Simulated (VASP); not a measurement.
# Se (P6/mmm) in VASP: a series of runs

Runs on Se. Level: revPBE. Tasks: single point.

All numbers are computed with VASP 6.6.1; they aren't measurements. Logs are shortened: lines on timing, memory, paths and dates and some standing lists are left out, and cuts for length are marked.

### Step 1. The cell of the first run

It takes space group P6/mmm (No. 191, hexagonal). Conventional cell: a = 4.707 Å, b = 4.707 Å, c = 3.418 Å, α = 90.00°, β = 90.00°, γ = 120.00°. Within 4.2 Å of Se (site symmetry 6/mmm) lie 14 Se at 3.21 to 3.42 Å. Se (site symmetry -6m2) has 11 Se at 2.72 to 3.42 Å within 3.6 Å.

### Step 2. Single point, revPBE

Input file INCAR:

```
SYSTEM = Se
ALGO = Normal ; EDIFF = 1E-6
ENCUT = 520 ; GGA = RE
ISIF = 2 ; ISMEAR = -1
LASPH = .True. ; LCHARG = .False.
LREAL = .False. ; LWAVE = .False.
NBANDS = 16 ; NELM = 80
PREC = Accurate ; SIGMA = 0.1
```

Input file KPOINTS:

```
k-points
0
Gamma
  7 7 10
  0 0 0
```

Input file POSCAR:

```
Se
1.0
    4.7065791397      0.0000000000      0.0000000000
   -2.3532895698      4.0760170999      0.0000000000
    0.0000000000      0.0000000000      3.4184604802
Se
3
Direct
    0.0000000000      0.0000000000      0.0000000000
    0.3333333333      0.6666666667      0.5000000000
    0.6666666667      0.3333333333      0.5000000000
```

Potentials or basis: VASP PAW PBE potentials, release 64 (Se).

Launch:

```
$ cat potpaw_PBE.64/Se/POTCAR > POTCAR
$ mpirun -np 1 vasp_std > vasp.out
```

OUTCAR:

```text
SYSTEM = Se
   EDIFF = 1E-6
   ENCUT = 520
   GGA = RE
   ISIF = 2
   ISMEAR = -1
   LASPH = .True.
   LREAL = .False.
   NELM = 80
   PREC = Accurate

 ion  position               nearest neighbor table
   1  0.000  0.000  0.000-
   2  0.333  0.667  0.500-   3 2.72   3 2.72   3 2.72
   3  0.667  0.333  0.500-   2 2.72   2 2.72   2 2.72

  LATTYP: Found a hexagonal cell.
 ALAT       =     4.7065791397
 C/A-ratio  =     0.7263153086

  Lattice vectors:

 A1 = (   4.7065791397,   0.0000000000,   0.0000000000)
 A2 = (  -2.3532895698,   4.0760170999,   0.0000000000)
 A3 = (   0.0000000000,   0.0000000000,   3.4184604802)

Analysis of symmetry for initial positions (statically):
=====================================================================
 Subroutine PRICEL returns:
 Original cell was already a primitive cell.

 Routine SETGRP: Setting up the symmetry group for a
 hexagonal supercell.

 Subroutine GETGRP returns: Found 24 space group operations
 (whereof 24 operations were pure point group operations)
 out of a pool of 24 trial point group operations.

The static configuration has the point symmetry D_6h.

Analysis of symmetry for dynamics (positions and initial velocities):
=====================================================================
 Subroutine PRICEL returns:
 Original cell was already a primitive cell.

 Routine SETGRP: Setting up the symmetry group for a
 hexagonal supercell.

 Subroutine GETGRP returns: Found 24 space group operations
 (whereof 24 operations were pure point group operations)
 out of a pool of 24 trial point group operations.

The dynamic configuration has the point symmetry D_6h.

 Subroutine INISYM returns: Found 24 space group operations
 (whereof 24 operations are pure point group operations),
 and found     1 'primitive' translations

----------------------------------------------------------------------------------------

                                     Primitive cell

  volume of cell :      65.5801

  direct lattice vectors                    reciprocal lattice vectors
     4.706579140  0.000000000  0.000000000     0.212468540  0.122668769  0.000000000
    -2.353289570  4.076017100  0.000000000     0.000000000  0.245337538  0.000000000
     0.000000000  0.000000000  3.418460480     0.000000000  0.000000000  0.292529343

  length of vectors
     4.706579140  4.706579140  3.418460480     0.245337538  0.245337538  0.292529343

  position of ions in fractional coordinates (direct lattice)
     0.000000000  0.000000000  0.000000000
     0.333333333  0.666666667  0.500000000
     0.666666667  0.333333333  0.500000000

  ion indices of the primitive-cell ions
   primitive index   ion index
                 1           1
                 2           2
                 3           3

----------------------------------------------------------------------------------------

 KPOINTS: k-points

Automatic generation of k-mesh.
 Grid dimensions read from file:
 generate k-points for:    7    7   10

 Generating k-lattice:

  Cartesian coordinates                     Fractional coordinates (reciprocal lattice)
     0.030352649  0.017524110  0.000000000     0.142857143  0.000000000  0.000000000
     0.000000000  0.035048220  0.000000000     0.000000000  0.142857143  0.000000000
     0.000000000  0.000000000  0.029252934     0.000000000  0.000000000  0.100000000

  Length of vectors
     0.035048220  0.035048220  0.029252934

  Shift w.r.t. Gamma in fractional coordinates (k-lattice)
     0.000000000  0.000000000  0.000000000

 Subroutine IBZKPT returns following result:
 ===========================================

 Found     48 irreducible k-points:

 Following reciprocal coordinates:
            Coordinates               Weight
  0.000000  0.000000  0.000000      1.000000
  0.142857  0.000000  0.000000      6.000000
  0.285714  0.000000  0.000000      6.000000
  0.428571  0.000000  0.000000      6.000000
  0.142857  0.142857  0.000000      6.000000
  0.285714  0.142857  0.000000     12.000000
[... 16 lines left out ...]
  0.428571  0.142857  0.200000     12.000000
  0.285714  0.285714  0.200000     12.000000
 [... further k-points ...]
   k-points           NKPTS =     48   k-points in BZ     NKDIM =     48   number of bands    NBANDS=     16
   number of dos      NEDOS =    301   number of ions     NIONS =      3
   total plane-waves  NPLWV =  36288
   dimension x,y,z NGX =    36 NGY =   36 NGZ =   28
   dimension x,y,z NGXF=    72 NGYF=   72 NGZF=   56
   ions per type =               3
   NGX,Y,Z   is equivalent  to a cutoff of  12.72, 12.72, 13.62 a.u.
   NGXF,Y,Z  is equivalent  to a cutoff of  25.43, 25.43, 27.23 a.u.
 SYSTEM =  Se
   PREC   = accura    normal or accurate (medium, high low for compatibility)
   ISTART =      0    job   : 0-new  1-cont  2-samecut
   ICHARG =      2    charge: 1-file 2-atom 10-const
   ISPIN  =      1    spin polarized calculation?
   LNONCOLLINEAR =      F non collinear calculations
   LSORBIT =      F    spin-orbit coupling
   LASPH  =      T    aspherical Exc in radial PAW
   ENCUT  =  520.0 eV  38.22 Ry    6.18 a.u.   8.75  8.75  6.36*2*pi/ulx,y,z
   NELM   =     80;   NELMIN=  2; NELMDL= -5     # of ELM steps
   EDIFF  = 0.1E-05   stopping-criterion for ELM
   LREAL  =      F    real-space projection
   EDIFFG = 0.1E-04   stopping-criterion for IOM
   NSW    =      0    number of steps for IOM
   IBRION =     -1    ionic relax: 0-MD 1-quasi-New 2-CG
   NFREE  =      0    steps in history (QN), initial steepest desc. (CG)
   ISIF   =      2    stress and relaxation
   ISYM   =      2    0-nonsym 1-usesym 2-fastsym
   POTIM  = 0.5000    time-step for ionic-motion
   TEBEG  =    0.0;   TEEND  =   0.0 temperature during run
   PSTRESS=    0.0 pullay stress
   NELECT =      18.0000    total number of electrons
   NUPDOWN=      -1.0000    fix difference up-down
   EMIN   =  10.00;   EMAX   =-10.00  energy-range for DOS
   EFERMI =   0.00;   METHOD = LEGACY
   ISMEAR =    -1;   SIGMA  =   0.10  broadening in eV -4-tet -1-fermi 0-gaus
   EFERMI_NEDOS =   21; number of points for ismear=-14 and -15
   IALGO  =     38    algorithm
   IMIX   =      4    mixing-type and parameters
     AMIX     =   0.40;   BMIX     =  1.00
     AMIX_MAG =   1.60;   BMIX_MAG =  1.00
  volume/ion in A,a.u.               =      21.86       147.52
  Fermi-wavevector in a.u.,A,eV,Ry     =   1.063918  2.010514 15.400741  1.131923
  Thomas-Fermi vector in A             =   2.199420
   LORBIT       =      0    0 simple, 1 ext, 2 COOP (PROOUT), +10 PAW based schemes
   GGA     = RE    functional components
   LHFCALC =     F    Hartree Fock is set to
   AEXX    =    0.0000 exact exchange contribution
   IVDW    =     0    specifies the selected vdW correction
   LEPSILON=     F    determine dielectric tensor
   LRPA    =     F    only Hartree local field effects (RPA)
 non-spin polarized calculation
  energy-cutoff  :      520.00
  volume of cell :       65.58
 maximum number of plane-waves:      1788
 NGX is ok and might be reduce to    36
   NGX = 17   NGY = 17   NGZ = 13

 number of electron      17.9999999 magnetization

 Free energy of the ion-electron system (eV)
  ---------------------------------------------------
  ext. energy  EPLUGINS =         0.00000000
  ---------------------------------------------------
  free energy    TOTEN  =        -7.67234844 eV

  energy without entropy =       -7.59726781  energy(sigma->0) =       -7.63480812

 E-fermi :   4.7069     XC(G=0): -10.1620

 val. band max:        4.7044646049   @ k =   0.0000   0.0000   0.2000
 cond. band min:       4.7414811533   @ k =   0.2857   0.2857   0.0000
 fundamental gap:      0.0370165484
 Fermi energy:         4.7069346520

 k-point     1 :       0.0000    0.0000    0.0000
  band No.  band energies     occupation
      1     -11.0655      2.00000
      2      -6.8668      2.00000
      3      -6.3529      2.00000
      4      -0.0687      2.00000
      5      -0.0687      2.00000
      6       1.0766      2.00000
[... 8 lines left out ...]
     15      15.7700      0.00000
     16      15.7703      0.00000

 k-point     2 :       0.1429    0.0000    0.0000
  band No.  band energies     occupation
      1     -10.9141      2.00000
      2      -7.0232      2.00000
      3      -6.6648      2.00000
      4      -0.5886      2.00000
      5      -0.1325      2.00000
      6       1.8513      2.00000
[... 8 lines left out ...]
     15      14.5863      0.00000
     16      15.1975      0.00000

 k-point     3 :       0.2857    0.0000    0.0000
  band No.  band energies     occupation
      1     -10.4687      2.00000
      2      -7.7073      2.00000
      3      -7.0850      2.00000
      4      -1.1751      2.00000
      5       0.4695      2.00000
      6       2.9566      2.00000
[... 8 lines left out ...]
     15      14.0824      0.00000
     16      14.5150      0.00000

 k-point     4 :       0.4286    0.0000    0.0000
  band No.  band energies     occupation
      1      -9.7808      2.00000
      2      -8.6972      2.00000
      3      -7.2586      2.00000
      4      -1.4874      2.00000
      5       1.6748      2.00000
      6       3.5141      1.99999
[... 8 lines left out ...]
     15      13.5506      0.00000
     16      14.1727      0.00000

 k-point     5 :       0.1429    0.1429    0.0000
  band No.  band energies     occupation
      1     -10.6153      2.00000
      2      -7.2911      2.00000
      3      -7.1995      2.00000
      4      -0.7290      2.00000
      5      -0.1412      2.00000
      6       2.8121      2.00000
[... 8 lines left out ...]
     15      13.9079      0.00000
     16      15.1819      0.00000

 k-point     6 :       0.2857    0.1429    0.0000
  band No.  band energies     occupation
      1     -10.0397      2.00000
      2      -8.1479      2.00000
      3      -7.5177      2.00000
      4      -0.9308      2.00000
      5       0.6469      2.00000
      6       3.3767      2.00000
[... 8 lines left out ...]
     15      12.9958      0.00000
     16      14.7861      0.00000

 k-point     7 :       0.4286    0.1429    0.0000
  band No.  band energies     occupation
      1      -9.4122      2.00000
      2      -8.9304      2.00000
      3      -7.6137      2.00000
      4      -1.0428      2.00000
      5       1.7511      2.00000
      6       2.6151      2.00000
[... 8 lines left out ...]
     15      12.6570      0.00000
     16      14.3068      0.00000

 k-point     8 :       0.2857    0.2857    0.0000
  band No.  band energies     occupation
      1      -9.3775      2.00000
      2      -8.5774      2.00000
      3      -8.1455      2.00000
      4      -0.2376      2.00000
      5       0.9502      2.00000
      6       2.3669      2.00000
[... 8 lines left out ...]
     15      12.5265      0.00000
     16      14.7281      0.00000

 k-point     9 :       0.0000    0.0000    0.1000
  band No.  band energies     occupation
      1     -10.9840      2.00000
      2      -6.8970      2.00000
      3      -6.3043      2.00000
      4      -0.0128      2.00000
      5      -0.0128      2.00000
      6       1.1848      2.00000
[... 8 lines left out ...]
     15      13.9557      0.00000
     16      15.0043      0.00000
[... 172 lines left out ...]
 k-point    19 :       0.2857    0.0000    0.2000
  band No.  band energies     occupation
      1     -10.1742      2.00000
      2      -7.5550      2.00000
      3      -7.0076      2.00000
      4      -0.8406      2.00000
      5       0.1817      2.00000
      6       1.8534      2.00000
[... 8 lines left out ...]
     15      13.0820      0.00000
     16      14.8929      0.00000

 k-point    20 :       0.4286    0.0000    0.2000
  band No.  band energies     occupation
      1      -9.5259      2.00000
      2      -8.4322      2.00000
      3      -7.1781      2.00000
      4      -1.1380      2.00000
      5       0.7849      2.00000
      6       1.6933      2.00000
[... 8 lines left out ...]
     15      13.8793      0.00000
     16      14.8718      0.00000

 k-point    21 :       0.1429    0.1429    0.2000
  band No.  band energies     occupation
      1     -10.3150      2.00000
      2      -7.2803      2.00000
      3      -7.0083      2.00000
      4      -0.6584      2.00000
      5       0.2063      2.00000
      6       1.3150      2.00000
[... 8 lines left out ...]
     15      13.3982      0.00000
     16      14.8499      0.00000

 k-point    22 :       0.2857    0.1429    0.2000
  band No.  band energies     occupation
      1      -9.7638      2.00000
      2      -7.9364      2.00000
      3      -7.3980      2.00000
      4      -0.8414      2.00000
      5       0.5879      2.00000
      6       1.7985      2.00000
[... 8 lines left out ...]
     15      13.5748      0.00000
     16      14.3153      0.00000

 k-point    23 :       0.4286    0.1429    0.2000
  band No.  band energies     occupation
      1      -9.1951      2.00000
      2      -8.6382      2.00000
      3      -7.4752      2.00000
      4      -0.9043      2.00000
      5       1.2337      2.00000
      6       1.3479      2.00000
[... 8 lines left out ...]
     15      13.8847      0.00000
     16      14.7613      0.00000

 k-point    24 :       0.2857    0.2857    0.2000
  band No.  band energies     occupation
      1      -9.1381      2.00000
      2      -8.3693      2.00000
      3      -7.9130      2.00000
      4      -0.5709      2.00000
      5       1.1317      2.00000
      6       1.5605      2.00000
[... 8 lines left out ...]
     15      14.0065      0.00000
     16      14.6481      0.00000

 [... further k-points ...]
[... 5 lines left out ...]
  --------------------------------------------------------------------------------------
  -------------------------------------------------------------------------------------
  Total       -0.0084830     -0.0084830      0.0021530     -0.0000000      0.0000000      0.0000000
  in kB       -0.2072467     -0.2072467      0.0526001     -0.0000000      0.0000000      0.0000000
  external PRESSURE =      -0.1206311 kB  Pullay stress =       0.0000000 kB

 VOLUME and BASIS-vectors are now :
 -----------------------------------------------------------------------------
  energy-cutoff  :      520.00
  volume of cell :       65.58
      direct lattice vectors                 reciprocal lattice vectors
     4.706579140  0.000000000  0.000000000     0.212468540  0.122668769  0.000000000
    -2.353289570  4.076017100  0.000000000     0.000000000  0.245337538  0.000000000
     0.000000000  0.000000000  3.418460480     0.000000000  0.000000000  0.292529343

 POSITION                                       TOTAL-FORCE (eV/Angst)
 -----------------------------------------------------------------------------------
      0.00000      0.00000      0.00000         0.000000     -0.000000      0.000000
     -0.00000      2.71734      1.70923        -0.000000     -0.000000     -0.000000
      2.35329      1.35867      1.70923         0.000000      0.000000      0.000000
 -----------------------------------------------------------------------------------
    total drift:                                0.000000      0.000000     -0.000000

  FREE ENERGIE OF THE ION-ELECTRON SYSTEM (eV)
  ---------------------------------------------------
  free  energy   TOTEN  =        -7.6723484354 eV

  energy  without entropy=       -7.5972678135  energy(sigma->0) =       -7.63480812
```

Run time: 16 s. Hardware: 1 thread of Intel Xeon 6975P-C (Granite Rapids), shared host; peak memory 0.19 GiB.

What came out:

```
Free energy            : -7.6723 eV
Pressure               : 0.0 GPa
Band gap on the k mesh : zero (band 9 reaches 6.24 eV, above the bottom of band 10 at 3.21 eV)
```

Levels at points of the mesh, in eV from the Fermi level:
| k point | band 6 | band 7 | band 8 | band 9 | band 10 | band 11 | band 12 | band 13 |
| --- | --- | --- | --- | --- | --- | --- | --- | --- |
| (0.00, 0.00, 0.00) | -3.63 | -3.63 | -2.34 | 1.53 | 1.68 | 3.07 | 3.07 | 4.58 |
| (0.00, 0.00, 0.50) | -4.11 | -2.73 | -1.50 | -1.49 | -1.49 | -0.45 | -0.45 | 5.03 |

Caveat: the PAW data sets were made with another functional, which shifts forces and pressure a little.

(Part 1 of 3 ends here.)
